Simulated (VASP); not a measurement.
# Se (Fm-3m) in VASP: a series of runs

Runs on Se. Level: PBE. Tasks: single point.

All numbers are computed with VASP 6.6.1; they aren't measurements. Logs are shortened: lines on timing, memory, paths and dates and some standing lists are left out, and cuts for length are marked.

## Step 1: The cell of the first run

The structure is cubic, space group Fm-3m (No. 225). Conventional cell: a = 3.486 Å, b = 3.486 Å, c = 3.486 Å, α = 90.00°, β = 90.00°, γ = 90.00°. Within 3.3 Å of Se (site symmetry m-3m) lie 12 Se at 2.47 Å.

This isn't the form of Se at room conditions, which is trigonal, of chains.

## Step 2: Single point, PBE (10.59 Å³/atom)

The input, INCAR:

```
ALGO = Normal
EDIFF = 1E-7
ENCUT = 520
GGA = PE
ISIF = 2
ISMEAR = -1
LASPH = True
LCHARG = False
LREAL = False
LWAVE = False
NBANDS = 9
NELM = 80
PREC = Accurate
SIGMA = 0.05
```

The input, KPOINTS:

```
k-points
0
Gamma
  15 15 15
```

The input, POSCAR:

```
Se
1.0
    0.0000000000      1.7431025808      1.7431025808
    1.7431025808      0.0000000000      1.7431025808
    1.7431025808      1.7431025808      0.0000000000
Se
1
Direct
    0.0000000000      0.0000000000      0.0000000000
```

Potentials or basis: VASP PAW PBE potentials, release 64 (Se).

Launch:

```sh
cat potpaw_PBE.64/Se/POTCAR > POTCAR
mpirun -np 1 vasp_std > vasp.out
```

OUTCAR:

```text
EDIFF = 1E-7
   ENCUT = 520
   GGA = PE
   ISIF = 2
   ISMEAR = -1
   LASPH = True
   LREAL = False
   NELM = 80
   PREC = Accurate

 ion  position               nearest neighbor table
   1  0.000  0.000  0.000-

  LATTYP: Found a face centered cubic cell.
 ALAT       =     3.4862051616

  Lattice vectors:

 A1 = (   0.0000000000,   1.7431025808,   1.7431025808)
 A2 = (   1.7431025808,   0.0000000000,   1.7431025808)
 A3 = (   1.7431025808,   1.7431025808,   0.0000000000)

Analysis of symmetry for initial positions (statically):
=====================================================================
 Subroutine PRICEL returns:
 Original cell was already a primitive cell.

 Routine SETGRP: Setting up the symmetry group for a
 face centered cubic supercell.

 Subroutine GETGRP returns: Found 48 space group operations
 (whereof 48 operations were pure point group operations)
 out of a pool of 48 trial point group operations.

The static configuration has the point symmetry O_h .

Analysis of symmetry for dynamics (positions and initial velocities):
=====================================================================
 Subroutine PRICEL returns:
 Original cell was already a primitive cell.

 Routine SETGRP: Setting up the symmetry group for a
 face centered cubic supercell.

 Subroutine GETGRP returns: Found 48 space group operations
 (whereof 48 operations were pure point group operations)
 out of a pool of 48 trial point group operations.

The dynamic configuration has the point symmetry O_h .

 Subroutine INISYM returns: Found 48 space group operations
 (whereof 48 operations are pure point group operations),
 and found     1 'primitive' translations

----------------------------------------------------------------------------------------

                                     Primitive cell

  volume of cell :      10.5925

  direct lattice vectors                    reciprocal lattice vectors
     0.000000000  1.743102581  1.743102581    -0.286844851  0.286844851  0.286844851
     1.743102581  0.000000000  1.743102581     0.286844851 -0.286844851  0.286844851
     1.743102581  1.743102581  0.000000000     0.286844851  0.286844851 -0.286844851

  length of vectors
     2.465119310  2.465119310  2.465119310     0.496829856  0.496829856  0.496829856

  position of ions in fractional coordinates (direct lattice)
     0.000000000  0.000000000  0.000000000

  ion indices of the primitive-cell ions
   primitive index   ion index
                 1           1

----------------------------------------------------------------------------------------

 KPOINTS: k-points

Automatic generation of k-mesh.
 Grid dimensions read from file:
 generate k-points for:   15   15   15

 Generating k-lattice:

  Cartesian coordinates                     Fractional coordinates (reciprocal lattice)
    -0.019122990  0.019122990  0.019122990     0.066666667  0.000000000  0.000000000
     0.019122990 -0.019122990  0.019122990     0.000000000  0.066666667  0.000000000
     0.019122990  0.019122990 -0.019122990     0.000000000  0.000000000  0.066666667

  Length of vectors
     0.033121990  0.033121990  0.033121990

  Shift w.r.t. Gamma in fractional coordinates (k-lattice)
     0.000000000  0.000000000  0.000000000

 Subroutine IBZKPT returns following result:
 ===========================================

 Found    120 irreducible k-points:

 Following reciprocal coordinates:
            Coordinates               Weight
  0.000000  0.000000  0.000000      1.000000
  0.066667  0.000000  0.000000      8.000000
  0.133333  0.000000  0.000000      8.000000
  0.200000  0.000000  0.000000      8.000000
  0.266667  0.000000  0.000000      8.000000
  0.333333  0.000000  0.000000      8.000000
[... 16 lines left out ...]
  0.133333  0.133333  0.000000      6.000000
  0.200000  0.133333  0.000000     24.000000
 [... further k-points ...]
   k-points           NKPTS =    120   k-points in BZ     NKDIM =    120   number of bands    NBANDS=      9
   number of dos      NEDOS =    301   number of ions     NIONS =      1
   total plane-waves  NPLWV =   5832
   dimension x,y,z NGX =    18 NGY =   18 NGZ =   18
   dimension x,y,z NGXF=    36 NGYF=   36 NGZF=   36
   ions per type =               1
   NGX,Y,Z   is equivalent  to a cutoff of  12.14, 12.14, 12.14 a.u.
   NGXF,Y,Z  is equivalent  to a cutoff of  24.28, 24.28, 24.28 a.u.
 SYSTEM =  unknown system
   PREC   = accura    normal or accurate (medium, high low for compatibility)
   ISTART =      0    job   : 0-new  1-cont  2-samecut
   ICHARG =      2    charge: 1-file 2-atom 10-const
   ISPIN  =      1    spin polarized calculation?
   LNONCOLLINEAR =      F non collinear calculations
   LSORBIT =      F    spin-orbit coupling
   LASPH  =      T    aspherical Exc in radial PAW
   ENCUT  =  520.0 eV  38.22 Ry    6.18 a.u.   4.58  4.58  4.58*2*pi/ulx,y,z
   NELM   =     80;   NELMIN=  2; NELMDL= -5     # of ELM steps
   EDIFF  = 0.1E-06   stopping-criterion for ELM
   LREAL  =      F    real-space projection
   EDIFFG = 0.1E-05   stopping-criterion for IOM
   NSW    =      0    number of steps for IOM
   IBRION =     -1    ionic relax: 0-MD 1-quasi-New 2-CG
   NFREE  =      0    steps in history (QN), initial steepest desc. (CG)
   ISIF   =      2    stress and relaxation
   ISYM   =      2    0-nonsym 1-usesym 2-fastsym
   POTIM  = 0.5000    time-step for ionic-motion
   TEBEG  =    0.0;   TEEND  =   0.0 temperature during run
   PSTRESS=    0.0 pullay stress
   NELECT =       6.0000    total number of electrons
   NUPDOWN=      -1.0000    fix difference up-down
   EMIN   =  10.00;   EMAX   =-10.00  energy-range for DOS
   EFERMI =   0.00;   METHOD = LEGACY
   ISMEAR =    -1;   SIGMA  =   0.05  broadening in eV -4-tet -1-fermi 0-gaus
   EFERMI_NEDOS =   21; number of points for ismear=-14 and -15
   IALGO  =     38    algorithm
   IMIX   =      4    mixing-type and parameters
     AMIX     =   0.40;   BMIX     =  1.00
     AMIX_MAG =   1.60;   BMIX_MAG =  1.00
  volume/ion in A,a.u.               =      10.59        71.48
  Fermi-wavevector in a.u.,A,eV,Ry     =   1.354541  2.559712 24.963732  1.834783
  Thomas-Fermi vector in A             =   2.481704
   LORBIT       =      0    0 simple, 1 ext, 2 COOP (PROOUT), +10 PAW based schemes
   GGA     = PE    functional components
   LHFCALC =     F    Hartree Fock is set to
   AEXX    =    0.0000 exact exchange contribution
   IVDW    =     0    specifies the selected vdW correction
   LEPSILON=     F    determine dielectric tensor
   LRPA    =     F    only Hartree local field effects (RPA)
 non-spin polarized calculation
  energy-cutoff  :      520.00
  volume of cell :       10.59
 maximum number of plane-waves:       297
   NGX =  9   NGY =  9   NGZ =  9

 number of electron       5.9999998 magnetization

 Free energy of the ion-electron system (eV)
  ---------------------------------------------------
  ext. energy  EPLUGINS =         0.00000000
  ---------------------------------------------------
  free energy    TOTEN  =         0.56049281 eV

  energy without entropy =        0.56449132  energy(sigma->0) =        0.56249207

 E-fermi :  15.8645     XC(G=0): -13.8091

 val. band max:       15.8464879568   @ k =  -0.2667   0.1333   0.0000
 cond. band min:      15.8751817317   @ k =   0.2667   0.2000   0.0000
 fundamental gap:      0.0286937748
 Fermi energy:        15.8644532916

 k-point     1 :       0.0000    0.0000    0.0000
  band No.  band energies     occupation
      1      -8.5563      2.00000
      2      24.1012      0.00000
      3      24.1012      0.00000
      4      24.1012      0.00000
      5      29.4404      0.00000
      6      29.4404      0.00000
      7      29.4404      0.00000
      8      31.8663      0.00000
      9      38.0474      0.00000

 k-point     2 :       0.0667    0.0000    0.0000
  band No.  band energies     occupation
      1      -8.3915      2.00000
      2      22.2820      0.00000
      3      23.7640      0.00000
      4      23.7640      0.00000
      5      29.0051      0.00000
      6      29.9699      0.00000
      7      29.9699      0.00000
      8      33.9611      0.00000
      9      37.4682      0.00000

 k-point     3 :       0.1333    0.0000    0.0000
  band No.  band energies     occupation
      1      -7.8974      2.00000
      2      18.7884      0.00000
      3      23.0445      0.00000
      4      23.0445      0.00000
      5      28.6335      0.00000
      6      31.0950      0.00000
      7      31.0950      0.00000
      8      35.5741      0.00000
      9      35.5741      0.00000

 k-point     4 :       0.2000    0.0000    0.0000
  band No.  band energies     occupation
      1      -7.0746      2.00000
      2      15.0748      2.00000
      3      22.3003      0.00000
      4      22.3003      0.00000
      5      28.3686      0.00000
      6      31.4076      0.00000
      7      31.4076      0.00000
      8      35.2824      0.00000
      9      35.2839      0.00000

 k-point     5 :       0.2667    0.0000    0.0000
  band No.  band energies     occupation
      1      -5.9253      2.00000
      2      11.4897      2.00000
      3      21.6802      0.00000
      4      21.6802      0.00000
      5      28.2328      0.00000
      6      30.3351      0.00000
      7      30.3351      0.00000
      8      34.0009      0.00000
      9      37.0950      0.00000

 k-point     6 :       0.3333    0.0000    0.0000
  band No.  band energies     occupation
      1      -4.4573      2.00000
      2       8.1472      2.00000
      3      21.2271      0.00000
      4      21.2271      0.00000
      5      28.2636      0.00000
      6      29.1622      0.00000
      7      29.1622      0.00000
      8      32.5348      0.00000
      9      39.7026      0.00000
[... 169 lines left out ...]
 k-point    21 :      -0.1333    0.0667    0.0000
  band No.  band energies     occupation
      1      -7.5132      2.00000
      2      17.6461      0.00000
      3      20.3593      0.00000
      4      23.8860      0.00000
      5      29.0403      0.00000
      6      30.4803      0.00000
      7      32.3597      0.00000
      8      33.5091      0.00000
      9      34.4756      0.00000

 k-point    22 :      -0.0667    0.0667    0.0000
  band No.  band energies     occupation
      1      -8.1170      2.00000
      2      21.0459      0.00000
      3      21.4774      0.00000
      4      24.1857      0.00000
      5      28.8653      0.00000
      6      29.8184      0.00000
      7      31.5672      0.00000
      8      35.1616      0.00000
      9      35.9212      0.00000

 k-point    23 :       0.1333    0.1333    0.0000
  band No.  band energies     occupation
      1      -7.6777      2.00000
      2      20.7005      0.00000
      3      20.7005      0.00000
      4      21.8049      0.00000
      5      25.2628      0.00000
      6      30.4139      0.00000
      7      34.0017      0.00000
      8      34.0017      0.00000
      9      37.7329      0.00000

 k-point    24 :       0.2000    0.1333    0.0000
  band No.  band energies     occupation
      1      -7.0741      2.00000
      2      17.8598      0.00000
      3      19.7366      0.00000
      4      21.3945      0.00000
      5      25.2253      0.00000
      6      28.5947      0.00000
      7      34.7064      0.00000
      8      35.3777      0.00000
      9      39.1847      0.00000

 [... further k-points ...]

------------------------ aborting loop because EDIFF is reached ----------------------------------------

  FORCE on cell =-STRESS in cart. coord.  units (eV):
  Direction    XX          YY          ZZ          XY          YZ          ZX
  --------------------------------------------------------------------------------------
  -------------------------------------------------------------------------------------
  Total       13.0171556     13.0171556     13.0171556      0.0000000      0.0000000      0.0000000
  in kB     1968.9189731   1968.9189731   1968.9189731      0.0000000      0.0000000      0.0000000
  external PRESSURE =    1968.9189731 kB  Pullay stress =       0.0000000 kB

 VOLUME and BASIS-vectors are now :
 -----------------------------------------------------------------------------
  energy-cutoff  :      520.00
  volume of cell :       10.59
      direct lattice vectors                 reciprocal lattice vectors
     0.000000000  1.743102581  1.743102581    -0.286844851  0.286844851  0.286844851
     1.743102581  0.000000000  1.743102581     0.286844851 -0.286844851  0.286844851
     1.743102581  1.743102581  0.000000000     0.286844851  0.286844851 -0.286844851

 POSITION                                       TOTAL-FORCE (eV/Angst)
 -----------------------------------------------------------------------------------
      0.00000      0.00000      0.00000         0.000000      0.000000     -0.000000
 -----------------------------------------------------------------------------------
    total drift:                                0.000000     -0.000000     -0.000000

  FREE ENERGIE OF THE ION-ELECTRON SYSTEM (eV)
  ---------------------------------------------------
  free  energy   TOTEN  =         0.5604928123 eV

  energy  without entropy=        0.5644913179  energy(sigma->0) =        0.56249207
```

Wall time 13 s (1 thread of Intel Xeon 8259CL, shared host); peak memory 0.13 GiB.

What came out:

```
Free energy            : 0.5605 eV
Pressure               : 196.9 GPa
Band gap on the k mesh : zero (bands 3 and 4 overlap by 13.81 eV)
```

Levels at points of the mesh, in eV from the Fermi level:
| k point | band 1 | band 2 | band 3 | band 4 | band 5 | band 6 |
| --- | --- | --- | --- | --- | --- | --- |
| (0.00, 0.00, 0.00) | -24.42 | 8.24 | 8.24 | 8.24 | 13.58 | 13.58 |

Caveat: the cell stands under pressure.

## Step 3: Single point, PBE (12.22 Å³/atom)

This run uses another cell than the first one, of 12.22 Å³/atom.

The input, INCAR:

```
SYSTEM = Se
  PREC = Accurate
  ENCUT = 520
  EDIFF = 1E-6
  ISMEAR = -1
  SIGMA = 0.05
  LREAL = .FALSE.
  LASPH = .TRUE.
  NELM = 60
  ALGO = Normal
  ISIF = 2
  LWAVE = .FALSE.
  LCHARG = .FALSE.
  GGA = PE
  NBANDS = 9
```

The input, KPOINTS:

```
Automatic mesh
0
G
  15 15 15
  0 0 0
```

The input, POSCAR:

```
Se
1.0
    0.0000000000      1.8282640298      1.8282640298
    1.8282640298      0.0000000000      1.8282640298
    1.8282640298      1.8282640298      0.0000000000
Se
1
Direct
    0.0000000000      0.0000000000      0.0000000000
```

Potentials or basis: VASP PAW PBE potentials, release 64 (Se).

Launch:

```sh
cat potpaw_PBE.64/Se/POTCAR > POTCAR
mpirun -np 1 vasp_std > vasp.out
```

Run time: 12 s. Hardware: 1 thread of Intel Xeon 8259CL, shared host; peak memory 0.13 GiB.

It converged, with:

```
Free energy            : -0.9722 eV
Pressure               : 112.7 GPa
Band gap on the k mesh : zero (bands 3 and 4 overlap by 11.30 eV)
```

Levels at points of the mesh, in eV from the Fermi level:
```tsv
k point	band 1	band 2	band 3	band 4	band 5	band 6	band 7	band 8
(0.00, 0.00, 0.00)	-22.08	6.75	6.75	6.75	13.17	13.17	13.17	16.03
```

Caveat: the cell stands under pressure.

## Step 4: Single point, PBE (13.85 Å³/atom)

This run uses another cell than the first one, of 13.85 Å³/atom.

The input, INCAR:

```
SYSTEM = Se
PREC = Accurate
ENCUT = 520
EDIFF = 1E-6
ISMEAR = -1
SIGMA = 0.05
LREAL = .False.
LASPH = .True.
NELM = 60
ALGO = Normal
ISIF = 2
LWAVE = .False.
LCHARG = .False.
GGA = PE
NBANDS = 9
```

The input, KPOINTS:

```
regular mesh
0
Gamma
  15 15 15
  0 0 0
```

The input, POSCAR:

```
Se
1.0
    0.0000000000      1.9061546619      1.9061546619
    1.9061546619      0.0000000000      1.9061546619
    1.9061546619      1.9061546619      0.0000000000
Se
1
Direct
    0.0000000000      0.0000000000      0.0000000000
```

Launch:

```sh
cat potpaw_PBE.64/Se/POTCAR > POTCAR
mpirun -np 1 vasp_std > vasp.out
```

Run time: 14 s. Hardware: 1 thread of Intel Xeon 8259CL, shared host; peak memory 0.14 GiB.

The run converged. Its results:

```yaml
Free_energy: -1.8523 eV
Pressure: 64.8 GPa
Band_gap_on_the_k_mesh: zero (bands 3 and 4 overlap by 9.38 eV)
```

Levels at points of the mesh, in eV from the Fermi level:
```csv
k point,band 1,band 2,band 3,band 4,band 5,band 6,band 7,band 8
"(0.00, 0.00, 0.00)",-20.31,5.59,5.59,5.59,12.83,12.83,12.83,15.96
```

Caveat: the cell stands under pressure.

## Step 5: Overview

```csv
cell,gap on the mesh (eV),pressure (GPa)
"a = 2.465 Å, angles 60.0°, 1 atom",none,196.9
"a = 2.586 Å, angles 60.0°, 1 atom",none,112.7
"a = 2.696 Å, angles 60.0°, 1 atom",none,64.8
```

Alike in all rows: task single point; level PBE; potentials or basis VASP PAW PBE potentials, release 64 (Se); no spin polarisation; k mesh 15 × 15 × 15; cutoff (eV) 520; smearing fermi-dirac 0.05 eV.

Caveats: the cell stands under pressure.

Absolute energies hang on the potentials; compare differences alone.
